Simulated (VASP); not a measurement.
# TiTe2 (P-3m1) in VASP: single point with PBEsol

Aim: the single point of TiTe2 with PBEsol.

Program: VASP 6.6.1. These are calculated values, not measurements. Logs are shortened: lines on timing, memory, paths and dates and some standing lists are left out, and cuts for length are marked.

**1. The cell of the first run**

The structure is trigonal, space group P-3m1 (No. 164). Conventional cell: a = 3.697 Å, b = 3.697 Å, c = 6.446 Å, α = 90.00°, β = 90.00°, γ = 120.00°. Ti (site symmetry -3m) has 6 Te at 2.74 Å within 3.6 Å. Te (site symmetry 3m) has 3 Ti at 2.74 Å within 3.6 Å.

**2. Single point, PBEsol**

File INCAR:

```
PREC = Accurate
ENCUT = 520
EDIFF = 1E-7
ISMEAR = 0
SIGMA = 0.1
LREAL = F
LASPH = T
NELM = 80
ALGO = Normal
ISIF = 2
LWAVE = F
LCHARG = F
GGA = PS
NBANDS = 19
```

File KPOINTS:

```
regular mesh
0
Gamma
  12 12 8
```

File POSCAR:

```
TiTe2
1.0
    3.6970966264      0.0000000000      0.0000000000
   -1.8485483132      3.2017795987      0.0000000000
    0.0000000000      0.0000000000      6.4459074550
Ti Te
1 2
Direct
    0.0000000000      0.0000000000      0.0000000000
    0.6666666667      0.3333333333      0.7328865383
    0.3333333333      0.6666666667      0.2671134617
```

Potentials or basis: VASP PAW PBE potentials, release 64 (Ti_sv, Te).

The run is started by

```sh
> cat potpaw_PBE.64/Ti_sv/POTCAR potpaw_PBE.64/Te/POTCAR > POTCAR
> mpirun -np 1 vasp_std > vasp.out
```

OUTCAR:

```text
PREC = Accurate
   ENCUT = 520
   EDIFF = 1E-7
   ISMEAR = 0
   LREAL = F
   LASPH = T
   NELM = 80
   ISIF = 2
   GGA = PS

 ion  position               nearest neighbor table
   1  0.000  0.000  0.000-   2 2.74   3 2.74   3 2.74   2 2.74   2 2.74   3 2.74
   2  0.667  0.333  0.733-   1 2.74   1 2.74   1 2.74   3 3.68   3 3.68   3 3.68
   3  0.333  0.667  0.267-   1 2.74   1 2.74   1 2.74   2 3.68   2 3.68   2 3.68

  LATTYP: Found a hexagonal cell.
 ALAT       =     3.6970966264
 C/A-ratio  =     1.7435052709

  Lattice vectors:

 A1 = (   3.6970966264,   0.0000000000,   0.0000000000)
 A2 = (  -1.8485483132,   3.2017795987,   0.0000000000)
 A3 = (   0.0000000000,   0.0000000000,   6.4459074550)

Analysis of symmetry for initial positions (statically):
=====================================================================
 Subroutine PRICEL returns:
 Original cell was already a primitive cell.

 Routine SETGRP: Setting up the symmetry group for a
 hexagonal supercell.

 Subroutine GETGRP returns: Found 12 space group operations
 (whereof 12 operations were pure point group operations)
 out of a pool of 24 trial point group operations.

The static configuration has the point symmetry D_3d.

Analysis of symmetry for dynamics (positions and initial velocities):
=====================================================================
 Subroutine PRICEL returns:
 Original cell was already a primitive cell.

 Routine SETGRP: Setting up the symmetry group for a
 hexagonal supercell.

 Subroutine GETGRP returns: Found 12 space group operations
 (whereof 12 operations were pure point group operations)
 out of a pool of 24 trial point group operations.

The dynamic configuration has the point symmetry D_3d.

 Subroutine INISYM returns: Found 12 space group operations
 (whereof 12 operations are pure point group operations),
 and found     1 'primitive' translations

----------------------------------------------------------------------------------------

                                     Primitive cell

  volume of cell :      76.3021

  direct lattice vectors                    reciprocal lattice vectors
     3.697096626  0.000000000  0.000000000     0.270482517  0.156163154  0.000000000
    -1.848548313  3.201779599  0.000000000     0.000000000  0.312326308  0.000000000
     0.000000000  0.000000000  6.445907455     0.000000000  0.000000000  0.155137195

  length of vectors
     3.697096626  3.697096626  6.445907455     0.312326308  0.312326308  0.155137195

  position of ions in fractional coordinates (direct lattice)
     0.000000000  0.000000000  0.000000000
     0.666666667  0.333333333  0.732886538
     0.333333333  0.666666667  0.267113462

  ion indices of the primitive-cell ions
   primitive index   ion index
                 1           1
                 2           2
                 3           3

----------------------------------------------------------------------------------------

 KPOINTS: regular mesh

Automatic generation of k-mesh.
 Grid dimensions read from file:
 generate k-points for:   12   12    8

 Generating k-lattice:

  Cartesian coordinates                     Fractional coordinates (reciprocal lattice)
     0.022540210  0.013013596  0.000000000     0.083333333  0.000000000  0.000000000
     0.000000000  0.026027192  0.000000000     0.000000000  0.083333333  0.000000000
     0.000000000  0.000000000  0.019392149     0.000000000  0.000000000  0.125000000

  Length of vectors
     0.026027192  0.026027192  0.019392149

  Shift w.r.t. Gamma in fractional coordinates (k-lattice)
     0.000000000  0.000000000  0.000000000

 Subroutine IBZKPT returns following result:
 ===========================================

 Found    131 irreducible k-points:

 Following reciprocal coordinates:
            Coordinates               Weight
  0.000000  0.000000  0.000000      1.000000
  0.083333  0.000000  0.000000      6.000000
  0.166667 -0.000000  0.000000      6.000000
  0.250000  0.000000  0.000000      6.000000
  0.333333  0.000000  0.000000      6.000000
  0.416667  0.000000  0.000000      6.000000
[... 16 lines left out ...]
  0.166667 -0.000000  0.125000      6.000000
  0.000000  0.166667  0.125000      6.000000
 [... further k-points ...]
   k-points           NKPTS =    131   k-points in BZ     NKDIM =    131   number of bands    NBANDS=     19
   number of dos      NEDOS =    301   number of ions     NIONS =      3
   total plane-waves  NPLWV =  37632
   dimension x,y,z NGX =    28 NGY =   28 NGZ =   48
   dimension x,y,z NGXF=    56 NGYF=   56 NGZF=   96
   ions per type =               1   2
   NGX,Y,Z   is equivalent  to a cutoff of  12.59, 12.59, 12.38 a.u.
   NGXF,Y,Z  is equivalent  to a cutoff of  25.18, 25.18, 24.76 a.u.
 SYSTEM =  unknown system
   PREC   = accura    normal or accurate (medium, high low for compatibility)
   ISTART =      0    job   : 0-new  1-cont  2-samecut
   ICHARG =      2    charge: 1-file 2-atom 10-const
   ISPIN  =      1    spin polarized calculation?
   LNONCOLLINEAR =      F non collinear calculations
   LSORBIT =      F    spin-orbit coupling
   LASPH  =      T    aspherical Exc in radial PAW
   ENCUT  =  520.0 eV  38.22 Ry    6.18 a.u.   6.87  6.87 11.99*2*pi/ulx,y,z
   NELM   =     80;   NELMIN=  2; NELMDL= -5     # of ELM steps
   EDIFF  = 0.1E-06   stopping-criterion for ELM
   LREAL  =      F    real-space projection
   EDIFFG = 0.1E-05   stopping-criterion for IOM
   NSW    =      0    number of steps for IOM
   IBRION =     -1    ionic relax: 0-MD 1-quasi-New 2-CG
   NFREE  =      0    steps in history (QN), initial steepest desc. (CG)
   ISIF   =      2    stress and relaxation
   ISYM   =      2    0-nonsym 1-usesym 2-fastsym
   POTIM  = 0.5000    time-step for ionic-motion
   TEBEG  =    0.0;   TEEND  =   0.0 temperature during run
   PSTRESS=    0.0 pullay stress
   NELECT =      24.0000    total number of electrons
   NUPDOWN=      -1.0000    fix difference up-down
   EMIN   =  10.00;   EMAX   =-10.00  energy-range for DOS
   EFERMI =   0.00;   METHOD = LEGACY
   ISMEAR =     0;   SIGMA  =   0.10  broadening in eV -4-tet -1-fermi 0-gaus
   EFERMI_NEDOS =   21; number of points for ismear=-14 and -15
   IALGO  =     38    algorithm
   IMIX   =      4    mixing-type and parameters
     AMIX     =   0.40;   BMIX     =  1.00
     AMIX_MAG =   1.60;   BMIX_MAG =  1.00
  volume/ion in A,a.u.               =      25.43       171.64
  Fermi-wavevector in a.u.,A,eV,Ry     =   1.113354  2.103933 16.865189  1.239556
  Thomas-Fermi vector in A             =   2.249938
   LORBIT       =      0    0 simple, 1 ext, 2 COOP (PROOUT), +10 PAW based schemes
   GGA     = PS    functional components
   LHFCALC =     F    Hartree Fock is set to
   AEXX    =    0.0000 exact exchange contribution
   IVDW    =     0    specifies the selected vdW correction
   LEPSILON=     F    determine dielectric tensor
   LRPA    =     F    only Hartree local field effects (RPA)
 non-spin polarized calculation
 Gauss-broadening in eV      SIGMA  =   0.10
  energy-cutoff  :      520.00
  volume of cell :       76.30
 maximum number of plane-waves:      2082
   NGX = 13   NGY = 13   NGZ = 23

 number of electron      24.0000001 magnetization

 Free energy of the ion-electron system (eV)
  ---------------------------------------------------
  ext. energy  EPLUGINS =         0.00000000
  ---------------------------------------------------
  free energy    TOTEN  =       -17.54325390 eV

  energy without entropy =      -17.53733024  energy(sigma->0) =      -17.54029207

 E-fermi :   7.3160     XC(G=0): -10.2499

 val. band max:        7.3104178106   @ k =   0.3333   0.0000   0.5000
 cond. band min:       7.3172015246   @ k =   0.4167   0.0000   0.2500
 fundamental gap:      0.0067837140
 Fermi energy:         7.3159635844

 k-point     1 :       0.0000    0.0000    0.0000
  band No.  band energies     occupation
      1     -49.8081      2.00000
      2     -26.1738      2.00000
      3     -26.1738      2.00000
      4     -26.1421      2.00000
      5      -5.4026      2.00000
      6      -3.7837      2.00000
[... 11 lines left out ...]
     18      12.5695      0.00000
     19      13.5006      0.00000

 k-point     2 :       0.0833    0.0000    0.0000
  band No.  band energies     occupation
      1     -49.8078      2.00000
      2     -26.1775      2.00000
      3     -26.1746      2.00000
      4     -26.1412      2.00000
      5      -5.3186      2.00000
      6      -3.7376      2.00000
[... 11 lines left out ...]
     18      13.1558      0.00000
     19      13.9035      0.00000

 k-point     3 :       0.1667   -0.0000    0.0000
  band No.  band energies     occupation
      1     -49.8070      2.00000
      2     -26.1876      2.00000
      3     -26.1769      2.00000
      4     -26.1388      2.00000
      5      -5.0731      2.00000
      6      -3.6079      2.00000
[... 11 lines left out ...]
     18      13.5249      0.00000
     19      14.4162      0.00000

 k-point     4 :       0.2500    0.0000    0.0000
  band No.  band energies     occupation
      1     -49.8060      2.00000
      2     -26.2014      2.00000
      3     -26.1801      2.00000
      4     -26.1356      2.00000
      5      -4.6881      2.00000
      6      -3.4239      2.00000
[... 407 lines left out ...]
     18      13.1738      0.00000
     19      14.1879      0.00000

 k-point    23 :       0.1667   -0.0000    0.1250
  band No.  band energies     occupation
      1     -49.8070      2.00000
      2     -26.1876      2.00000
      3     -26.1769      2.00000
      4     -26.1389      2.00000
      5      -5.0293      2.00000
      6      -3.6924      2.00000
[... 11 lines left out ...]
     18      13.7146      0.00000
     19      14.3503      0.00000

 k-point    24 :       0.0000    0.1667    0.1250
  band No.  band energies     occupation
      1     -49.8071      2.00000
      2     -26.1876      2.00000
      3     -26.1769      2.00000
      4     -26.1389      2.00000
      5      -5.0339      2.00000
      6      -3.6825      2.00000
[... 11 lines left out ...]
     18      13.3446      0.00000
     19      14.1758      0.00000

 [... further k-points ...]

------------------------ aborting loop because EDIFF is reached ----------------------------------------

  FORCE on cell =-STRESS in cart. coord.  units (eV):
  Direction    XX          YY          ZZ          XY          YZ          ZX
  --------------------------------------------------------------------------------------
  -------------------------------------------------------------------------------------
  Total        0.0167331      0.0167331      0.0367962      0.0000000      0.0000000      0.0000000
  in kB        0.3513585      0.3513585      0.7726396      0.0000000      0.0000000      0.0000000
  external PRESSURE =       0.4917855 kB  Pullay stress =       0.0000000 kB

 VOLUME and BASIS-vectors are now :
 -----------------------------------------------------------------------------
  energy-cutoff  :      520.00
  volume of cell :       76.30
      direct lattice vectors                 reciprocal lattice vectors
     3.697096626  0.000000000  0.000000000     0.270482517  0.156163154  0.000000000
    -1.848548313  3.201779599  0.000000000     0.000000000  0.312326308  0.000000000
     0.000000000  0.000000000  6.445907455     0.000000000  0.000000000  0.155137195

 POSITION                                       TOTAL-FORCE (eV/Angst)
 -----------------------------------------------------------------------------------
      0.00000      0.00000      0.00000        -0.000000      0.000000      0.000000
      1.84855      1.06726      4.72412         0.000000     -0.000000     -0.026802
     -0.00000      2.13452      1.72179        -0.000000      0.000000      0.026802
 -----------------------------------------------------------------------------------
    total drift:                                0.000000      0.000000      0.000000

  FREE ENERGIE OF THE ION-ELECTRON SYSTEM (eV)
  ---------------------------------------------------
  free  energy   TOTEN  =       -17.5432538988 eV

  energy  without entropy=      -17.5373302405  energy(sigma->0) =      -17.54029207
```

It took 1.9 min on 1 thread of AMD EPYC 9R14 (Zen 4), shared host; peak memory 0.29 GiB.

What came out:

| Quantity | Value |
| --- | --- |
| Free energy | -17.5433 eV |
| Pressure | 0.0 GPa |
| Largest force | 0.027 eV/Å |
| Band gap on the k mesh | zero (band 12 reaches 7.75 eV, above the bottom of band 13 at 6.91 eV) |

Forces on the atoms (eV/Å):
```
Ti   0.000  0.000  0.000
Te   0.000  0.000 -0.027
Te   0.000  0.000  0.027
```

Levels at points of the mesh, in eV from the Fermi level:
```tsv
k point	band 8	band 9	band 10	band 11	band 12	band 13	band 14	band 15	band 16	band 17
(0.00, 0.00, 0.00)	-1.60	-1.60	0.24	0.44	0.44	0.61	1.30	1.30	3.21	3.21
(0.50, 0.00, 0.00)	-3.94	-2.88	-2.52	-1.73	-1.10	-0.04	1.28	1.63	2.45	3.55
(0.00, 0.00, 0.50)	-2.96	-1.52	-1.52	0.43	0.43	0.93	0.93	1.07	3.71	3.71
(0.50, 0.00, 0.50)	-4.86	-2.57	-2.05	-0.98	-0.48	-0.40	1.28	1.62	2.69	3.73
```

Caveat: the PAW data sets were made with another functional, which shifts forces and pressure a little; spin-orbit coupling is left out, which moves the levels of the heavy elements; this functional lacks dispersion, which binds the layers, so the pressure and a relaxed spacing across them are unreliable.
